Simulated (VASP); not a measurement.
# MnO2 (R-3m) in VASP: further runs

The runs below take MnO2 through single point, with PBE.

All numbers are computed with VASP 6.6.1; they aren't measurements. Logs are shortened: lines on timing, memory, paths and dates and some standing lists are left out, and cuts for length are marked.

**1. The cell of the first run**

The structure is trigonal, space group R-3m (No. 166). The conventional cell has a = 2.857 Å, b = 2.857 Å, c = 13.752 Å, α = 90.00°, β = 90.00°, γ = 120.00°. Mn (site symmetry -3m) has 6 O at 1.90 Å within 2.5 Å. Within 2.6 Å of O (site symmetry 3m) lie 3 Mn at 1.90 Å and 3 O at 2.51 Å.

**2. Single point, PBE, collinear spin, ferromagnetic start**

The input, INCAR:

```
ALGO = Normal
EDIFF = 1E-6
ENCUT = 600
GGA = PE
GGA_COMPAT = False
ISIF = 2
ISMEAR = 0
ISPIN = 2
LASPH = True
LCHARG = True
LELF = True
LMAXMIX = 4
LORBIT = 11
LREAL = False
LVHAR = True
LWAVE = False
MAGMOM = 2.74 0 0
NBANDS = 24
NELECT = 24.0
NELM = 200
PREC = Accurate
SIGMA = 0.1
```

The input, KPOINTS:

```
k-points
0
Gamma
  2 2 2
```

The input, POSCAR:

```
MnO2
1.0
    1.4284348394      0.8247072390      4.5839315268
   -1.4284348394      0.8247072390      4.5839315268
    0.0000000000     -1.6494144781      4.5839315268
Mn O
1 2
Direct
    0.0000000000      0.0000000000      0.0000000000
    0.2643644900      0.2643644900      0.2643644900
    0.7356355100      0.7356355100      0.7356355100
```

Potentials or basis: VASP PAW PBE potentials, release 64 (Mn_pv, O).

Started as:

```
cat potpaw_PBE.64/Mn_pv/POTCAR potpaw_PBE.64/O/POTCAR > POTCAR
mpirun -np 1 vasp_std > vasp.out
```

OUTCAR:

```text
EDIFF = 1E-6
   ENCUT = 600
   GGA = PE
   ISIF = 2
   ISMEAR = 0
   ISPIN = 2
   LASPH = True
   LORBIT = 11
   LREAL = False
   NELECT = 24.0
   NELM = 200
   PREC = Accurate

 ion  position               nearest neighbor table
   1  0.000  0.000  0.000-   3 1.90   2 1.90   3 1.90   3 1.90   2 1.90   2 1.90
   2  0.264  0.264  0.264-   1 1.90   1 1.90   1 1.90
   3  0.736  0.736  0.736-   1 1.90   1 1.90   1 1.90

  LATTYP: Found a trigonal (rhomboedric) cell.
 ALAT       =     4.8716523237
 COS(alpha) =     0.8280515398

  Lattice vectors:

 A1 = (   1.4284348394,   0.8247072390,   4.5839315268)
 A2 = (  -1.4284348394,   0.8247072390,   4.5839315268)
 A3 = (   0.0000000000,  -1.6494144781,   4.5839315268)

Analysis of symmetry for initial positions (statically):
=====================================================================
 Subroutine PRICEL returns:
 Original cell was already a primitive cell.

 Routine SETGRP: Setting up the symmetry group for a
 trigonal (rhombohedral) supercell.

 Subroutine GETGRP returns: Found 12 space group operations
 (whereof 12 operations were pure point group operations)
 out of a pool of 12 trial point group operations.

The static configuration has the point symmetry D_3d.

Analysis of symmetry for dynamics (positions and initial velocities):
=====================================================================
 Subroutine PRICEL returns:
 Original cell was already a primitive cell.

 Routine SETGRP: Setting up the symmetry group for a
 trigonal (rhombohedral) supercell.

 Subroutine GETGRP returns: Found 12 space group operations
 (whereof 12 operations were pure point group operations)
 out of a pool of 12 trial point group operations.

The dynamic configuration has the point symmetry D_3d.

Analysis of structural, dynamic, and magnetic symmetry:
=====================================================================
 Subroutine PRICEL returns:
 Original cell was already a primitive cell.

 Routine SETGRP: Setting up the symmetry group for a
 trigonal (rhombohedral) supercell.

 Subroutine GETGRP returns: Found 12 space group operations
 (whereof 12 operations were pure point group operations)
 out of a pool of 12 trial point group operations.

The overall configuration has the point symmetry D_3d.

 Subroutine INISYM returns: Found 12 space group operations
 (whereof 12 operations are pure point group operations),
 and found     1 'primitive' translations

----------------------------------------------------------------------------------------

                                     Primitive cell

  volume of cell :      32.4003

  direct lattice vectors                    reciprocal lattice vectors
     1.428434839  0.824707239  4.583931527     0.350033468  0.202091917  0.072717782
    -1.428434839  0.824707239  4.583931527    -0.350033468  0.202091917  0.072717782
     0.000000000 -1.649414478  4.583931527     0.000000000 -0.404183833  0.072717782

  length of vectors
     4.871652324  4.871652324  4.871652324     0.410673163  0.410673163  0.410673163

  position of ions in fractional coordinates (direct lattice)
     0.000000000  0.000000000  0.000000000
     0.264364490  0.264364490  0.264364490
     0.735635510  0.735635510  0.735635510

  ion indices of the primitive-cell ions
   primitive index   ion index
                 1           1
                 2           2
                 3           3

----------------------------------------------------------------------------------------

 KPOINTS: k-points

Automatic generation of k-mesh.
 Grid dimensions read from file:
 generate k-points for:    2    2    2

 Generating k-lattice:

  Cartesian coordinates                     Fractional coordinates (reciprocal lattice)
     0.175016734  0.101045958  0.036358891     0.500000000 -0.000000000 -0.000000000
    -0.175016734  0.101045958  0.036358891    -0.000000000  0.500000000 -0.000000000
     0.000000000 -0.202091917  0.036358891    -0.000000000 -0.000000000  0.500000000

  Length of vectors
     0.205336582  0.205336582  0.205336582

  Shift w.r.t. Gamma in fractional coordinates (k-lattice)
     0.000000000  0.000000000  0.000000000

 Subroutine IBZKPT returns following result:
 ===========================================

 Found      4 irreducible k-points:

 Following reciprocal coordinates:
            Coordinates               Weight
  0.000000  0.000000  0.000000      1.000000
  0.500000  0.000000 -0.000000      3.000000
  0.500000  0.500000  0.000000      3.000000
  0.500000  0.500000  0.500000      1.000000
   k-points           NKPTS =      4   k-points in BZ     NKDIM =      4   number of bands    NBANDS=     24
   number of dos      NEDOS =    301   number of ions     NIONS =      3
   total plane-waves  NPLWV =  64000
   dimension x,y,z NGX =    40 NGY =   40 NGZ =   40
   dimension x,y,z NGXF=    80 NGYF=   80 NGZF=   80
   ions per type =               1   2
   NGX,Y,Z   is equivalent  to a cutoff of  13.65, 13.65, 13.65 a.u.
   NGXF,Y,Z  is equivalent  to a cutoff of  27.30, 27.30, 27.30 a.u.
 SYSTEM =  unknown system
   PREC   = accura    normal or accurate (medium, high low for compatibility)
   ISTART =      0    job   : 0-new  1-cont  2-samecut
   ICHARG =      2    charge: 1-file 2-atom 10-const
   ISPIN  =      2    spin polarized calculation?
   LNONCOLLINEAR =      F non collinear calculations
   LSORBIT =      F    spin-orbit coupling
   LASPH  =      T    aspherical Exc in radial PAW
   ENCUT  =  600.0 eV  44.10 Ry    6.64 a.u.   9.73  9.73  9.73*2*pi/ulx,y,z
   NELM   =    200;   NELMIN=  2; NELMDL= -5     # of ELM steps
   EDIFF  = 0.1E-05   stopping-criterion for ELM
   LREAL  =      F    real-space projection
   EDIFFG = 0.1E-04   stopping-criterion for IOM
   NSW    =      0    number of steps for IOM
   IBRION =     -1    ionic relax: 0-MD 1-quasi-New 2-CG
   NFREE  =      0    steps in history (QN), initial steepest desc. (CG)
   ISIF   =      2    stress and relaxation
   ISYM   =      2    0-nonsym 1-usesym 2-fastsym
   POTIM  = 0.5000    time-step for ionic-motion
   TEBEG  =    0.0;   TEEND  =   0.0 temperature during run
   PSTRESS=    0.0 pullay stress
   NELECT =      24.0000    total number of electrons
   NUPDOWN=      -1.0000    fix difference up-down
   EMIN   =  10.00;   EMAX   =-10.00  energy-range for DOS
   EFERMI =   0.00;   METHOD = LEGACY
   ISMEAR =     0;   SIGMA  =   0.10  broadening in eV -4-tet -1-fermi 0-gaus
   EFERMI_NEDOS =   21; number of points for ismear=-14 and -15
   IALGO  =     38    algorithm
   IMIX   =      4    mixing-type and parameters
     AMIX     =   0.40;   BMIX     =  1.00
     AMIX_MAG =   1.60;   BMIX_MAG =  1.00
  volume/ion in A,a.u.               =      10.80        72.88
  Fermi-wavevector in a.u.,A,eV,Ry     =   1.481251  2.799159 29.852611  2.194105
  Thomas-Fermi vector in A             =   2.595185
   LORBIT       =     11    0 simple, 1 ext, 2 COOP (PROOUT), +10 PAW based schemes
   GGA     = PE    functional components
   LHFCALC =     F    Hartree Fock is set to
   AEXX    =    0.0000 exact exchange contribution
   IVDW    =     0    specifies the selected vdW correction
   LEPSILON=     F    determine dielectric tensor
   LRPA    =     F    only Hartree local field effects (RPA)
 spin polarized calculation
 Gauss-broadening in eV      SIGMA  =   0.10
  energy-cutoff  :      600.00
  volume of cell :       32.40
 maximum number of plane-waves:      1092
 NGX is ok and might be reduce to    40
   NGX = 19   NGY = 19   NGZ = 19

 number of electron      23.9999998 magnetization       2.0000939

 Free energy of the ion-electron system (eV)
  ---------------------------------------------------
  ext. energy  EPLUGINS =         0.00000000
  ---------------------------------------------------
  free energy    TOTEN  =       -25.81446136 eV

  energy without entropy =      -25.79396977  energy(sigma->0) =      -25.80421556

 E-fermi :   1.2487     XC(G=0): -10.4520

 val. band max:        1.1165541678   @ k =   0.5000   0.5000   0.0000
 cond. band min:       1.2505683899   @ k =   0.5000   0.0000  -0.0000
 fundamental gap:      0.1340142221
 Fermi energy:         1.2486994532

 spin component 1

 k-point     1 :       0.0000    0.0000    0.0000
  band No.  band energies     occupation
      1     -48.6342      1.00000
      2     -48.5347      1.00000
      3     -48.5347      1.00000
      4     -16.8254      1.00000
      5     -14.5029      1.00000
      6      -3.5236      1.00000
[... 16 lines left out ...]
     23      26.4460      0.00000
     24      26.4460      0.00000

 k-point     2 :       0.5000    0.0000   -0.0000
  band No.  band energies     occupation
      1     -48.6840      1.00000
      2     -48.6100      1.00000
      3     -48.5689      1.00000
      4     -15.2957      1.00000
      5     -15.0163      1.00000
      6      -4.1181      1.00000
[... 16 lines left out ...]
     23      23.8345      0.00000
     24      27.8317      0.00000

 k-point     3 :       0.5000    0.5000    0.0000
  band No.  band energies     occupation
      1     -48.6840      1.00000
      2     -48.6101      1.00000
      3     -48.5689      1.00000
      4     -15.2572      1.00000
      5     -15.0486      1.00000
      6      -4.2651      1.00000
[... 16 lines left out ...]
     23      24.9010      0.00000
     24      26.7482      0.00000

 k-point     4 :       0.5000    0.5000    0.5000
  band No.  band energies     occupation
      1     -48.6343      1.00000
      2     -48.5347      1.00000
      3     -48.5347      1.00000
      4     -16.7268      1.00000
      5     -14.6679      1.00000
      6      -3.5122      1.00000
[... 16 lines left out ...]
     23      26.7136      0.00000
     24      26.7136      0.00000
 Fermi energy:         1.2486994532

 spin component 2

 k-point     1 :       0.0000    0.0000    0.0000
  band No.  band energies     occupation
      1     -45.3372      1.00000
      2     -45.3372      1.00000
      3     -45.3366      1.00000
      4     -17.4011      1.00000
      5     -15.2656      1.00000
      6      -3.0542      1.00000
[... 16 lines left out ...]
     23      27.0447      0.00000
     24      27.0447      0.00000

 k-point     2 :       0.5000    0.0000   -0.0000
  band No.  band energies     occupation
      1     -45.5162      1.00000
      2     -45.3768      1.00000
      3     -45.3051      1.00000
      4     -15.9635      1.00000
      5     -15.7279      1.00000
      6      -3.7186      1.00000
[... 16 lines left out ...]
     23      24.4496      0.00000
     24      27.6180      0.00000

 k-point     3 :       0.5000    0.5000    0.0000
  band No.  band energies     occupation
      1     -45.5162      1.00000
      2     -45.3769      1.00000
      3     -45.3052      1.00000
      4     -15.9265      1.00000
      5     -15.7590      1.00000
      6      -3.9169      1.00000
[... 16 lines left out ...]
     23      25.3656      0.00000
     24      26.8096      0.00000

 k-point     4 :       0.5000    0.5000    0.5000
  band No.  band energies     occupation
      1     -45.3372      1.00000
      2     -45.3372      1.00000
      3     -45.3367      1.00000
      4     -17.3045      1.00000
      5     -15.4182      1.00000
      6      -2.9195      1.00000
[... 16 lines left out ...]
     23      27.3060      0.00000
     24      27.3060      0.00000

------------------------ aborting loop because EDIFF is reached ----------------------------------------

  FORCE on cell =-STRESS in cart. coord.  units (eV):
  Direction    XX          YY          ZZ          XY          YZ          ZX
  --------------------------------------------------------------------------------------
  -------------------------------------------------------------------------------------
  Total       -7.8267523     -7.8267523    -11.8327043      0.0000000      0.0000000      0.0000000
  in kB     -387.0281536   -387.0281536   -585.1200528      0.0000000      0.0000000      0.0000000
  external PRESSURE =    -453.0587867 kB  Pullay stress =       0.0000000 kB

 VOLUME and BASIS-vectors are now :
 -----------------------------------------------------------------------------
  energy-cutoff  :      600.00
  volume of cell :       32.40
      direct lattice vectors                 reciprocal lattice vectors
     1.428434839  0.824707239  4.583931527     0.350033468  0.202091917  0.072717782
    -1.428434839  0.824707239  4.583931527    -0.350033468  0.202091917  0.072717782
     0.000000000 -1.649414478  4.583931527     0.000000000 -0.404183833  0.072717782

 POSITION                                       TOTAL-FORCE (eV/Angst)
 -----------------------------------------------------------------------------------
      0.00000      0.00000      0.00000         0.000000      0.000000     -0.000000
      0.00000     -0.00000      3.63549        -0.000000      0.000000     -0.168649
      0.00000     -0.00000     10.11631        -0.000000     -0.000000      0.168649
 -----------------------------------------------------------------------------------
    total drift:                               -0.000000     -0.000000      0.000000

  FREE ENERGIE OF THE ION-ELECTRON SYSTEM (eV)
  ---------------------------------------------------
  free  energy   TOTEN  =       -25.8144613552 eV

  energy  without entropy=      -25.7939697651  energy(sigma->0) =      -25.80421556

 total charge

# of ion       s       p       d       tot
------------------------------------------
    1        0.300   6.450   4.704  11.455
    2        1.591   3.224   0.000   4.816
    3        1.591   3.224   0.000   4.816
--------------------------------------------------
tot          3.482  12.899   4.704  21.086

 magnetization (x)

# of ion       s       p       d       tot
------------------------------------------
    1        0.025   0.024   2.833   2.882
    2       -0.003  -0.416   0.000  -0.419
    3       -0.003  -0.416   0.000  -0.419
--------------------------------------------------
tot          0.020  -0.808   2.833   2.045
```

It took 24 s on 1 thread of AMD EPYC 9R45 (Zen 5), shared host; peak memory 0.24 GiB.

What came out:

```yaml
Free_energy: -25.8145 eV
Largest_force: 0.169 eV/Å
Net_moment: 2.00 μB per cell
Site_moments: Mn +2.88; O -0.42 μB
Valence_electrons_inside_the_program's_atomic_spheres: Mn 11.46; O 4.82
```

Forces in eV/Å, atoms in the order of the input:
```
Mn   0.000  0.000  0.000
O    0.000  0.000 -0.169
O    0.000  0.000  0.169
```

Levels at points of the mesh, in eV from the Fermi level:
Spin up:
```tsv
k point	band 10	band 11	band 12	band 13	band 14	band 15
(0.00, 0.00, 0.00)	-1.64	0.10	0.10	0.51	0.80	3.89
(0.50, 0.00, 0.00)	-1.33	-1.10	-0.95	-0.52	0.00	3.02
(0.50, 0.50, 0.00)	-1.41	-1.10	-0.97	-0.29	-0.13	3.25
(0.50, 0.50, 0.50)	-1.64	-0.56	0.05	0.05	1.07	3.92
```
Spin down:
```
           k point  band 9  band 10  band 11  band 12  band 13  band 14
(0.00, 0.00, 0.00)   -0.71    -0.71    -0.27     1.73     1.73     3.14
(0.50, 0.00, 0.00)   -2.39    -1.97    -1.21     2.00     2.43     2.64
(0.50, 0.50, 0.00)   -2.05    -1.95    -1.01     1.87     2.43     2.63
(0.50, 0.50, 0.50)   -1.27    -0.75    -0.75     1.73     1.73     3.17
```

Caveat: the k points lie up to 1.29 Å⁻¹ apart, too coarse for converged energies and pressures of a metal; the cell carries a net charge on a neutralising background, which shifts energy and pressure; the cell is charged against a uniform background, so pressure and absolute levels hang on convention; a cell with one magnetic atom can't hold antiferromagnetic order, which such compounds often take; semilocal functionals often make such compounds metallic where correlation or magnetic order opens a gap, which also shifts bond lengths.

**3. Single point, PBE, collinear spin, ferromagnetic start**

The input, INCAR:

```
SYSTEM = MnO2
ALGO = Normal ; EDIFF = 1E-6
ENCUT = 600 ; GGA = PE
GGA_COMPAT = .FALSE. ; ISIF = 2
ISMEAR = 0 ; ISPIN = 2
LASPH = .TRUE. ; LCHARG = .FALSE.
LMAXMIX = 4 ; LORBIT = 11
LREAL = .FALSE. ; LWAVE = .FALSE.
MAGMOM = 2.74 0 0 ; NBANDS = 24
NELM = 200 ; PREC = Accurate
SIGMA = 0.1
```

The input, KPOINTS:

```
k-points
0
G
  3 3 3
  0 0 0
```

POSCAR is that of step 2.

Potentials or basis: VASP PAW PBE potentials, release 64 (Mn_pv, O).

Started as:

```
cat potpaw_PBE.64/Mn_pv/POTCAR potpaw_PBE.64/O/POTCAR > POTCAR
mpirun -np 1 vasp_std > vasp.out
```

Run time: 24 s. Hardware: 1 thread of AMD EPYC 9R45 (Zen 5), shared host; peak memory 0.24 GiB.

It converged, with:

* Free energy: -23.7732 eV
* Pressure: 6.2 GPa
* Largest force: 0.357 eV/Å
* Band gap on the k mesh: 0.95 eV
* Net moment: 3.00 μB per cell
* Site moments: Mn +2.87; O +0.03 μB
* Valence electrons inside the program's atomic spheres: Mn 11.74; O 5.00

Forces in eV/Å, atoms in the order of the input:
```
Mn   0.000  0.000  0.000
O    0.000  0.000 -0.357
O    0.000  0.000  0.357
```

Stress tensor (GPa, compression positive):
```
6.68 0.00 0.00
0.00 6.68 0.00
0.00 0.00 5.17
```

Levels at points of the mesh, in eV from the valence-band top:
Spin up:
| k point | band 12 | band 13 | band 14 | band 15 | band 16 | band 17 |
| --- | --- | --- | --- | --- | --- | --- |
| (0.00, 0.00, 0.00) | -1.23 | -1.00 | -0.23 | 3.04 | 3.04 | 7.33 |
Spin down:
```csv
k point,band 8,band 9,band 10,band 11,band 12,band 13,band 14,band 15
"(0.00, 0.00, 0.00)",-4.92,-1.19,-1.19,-0.85,0.95,0.95,2.58,4.32
```

Caveat: the k points lie up to 0.86 Å⁻¹ apart; an odd mesh through Γ misses points on the zone boundary, where band edges can lie; a cell with one magnetic atom can't hold antiferromagnetic order, which such compounds often take.
